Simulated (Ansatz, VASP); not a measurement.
## HfWS5 in VASP and in Ansatz

```xyz
7
Lattice="4.3589 0.0000 0.0000 0.0000 4.3589 0.0000 0.0000 0.0000 6.1609" Properties=species:S:1:pos:R:3 pbc="T T T"
Hf    2.1794    2.1794    0.0000
W     0.0000    0.0000    3.0805
S     0.0000    2.1794    1.7294
S     0.0000    2.1794    4.4316
S     2.1794    0.0000    1.7294
S     2.1794    0.0000    4.4316
S     0.0000    0.0000    0.0000
```

Change from the starting cell: species swapped into the InPPd5 type (P4/mmm, No. 123).

Alike in both runs: functional PBE; k mesh 8 × 8 × 6; occupations gaussian, width 0.1 eV; no spin polarisation.

Ansatz relaxed the structure, and its values are those at the end. VASP's run is a single point on that final structure, the one shown.

|  | VASP | Ansatz |
| --- | --- | --- |
| version | VASP 6.6.1 | Ansatz 0.2.0 |
| potentials or method | VASP PAW PBE potentials, release 64 (Hf_pv, W_sv, S), cutoff 520 eV | scalar-relativistic, plane waves, PAW |
| valence electrons in the cell | 54 | 70 |

|  | VASP | Ansatz | Ansatz less VASP |
| --- | --- | --- | --- |
| gap on the k mesh at the Fermi level (eV) | none | none | - |
| pressure (GPa) | -0.5 | 0.0 | +0.42 |
| rms of the force components (eV/Å) | 0.017 | 0.001 | -0.0167 |

A gap of «none» marks a metal or a gap that the smearing closes. VASP's potentials hold 54 valence electrons a cell and Ansatz's 70, so a difference there can come from the potentials and not from the codes.

Spin-orbit coupling is off throughout.
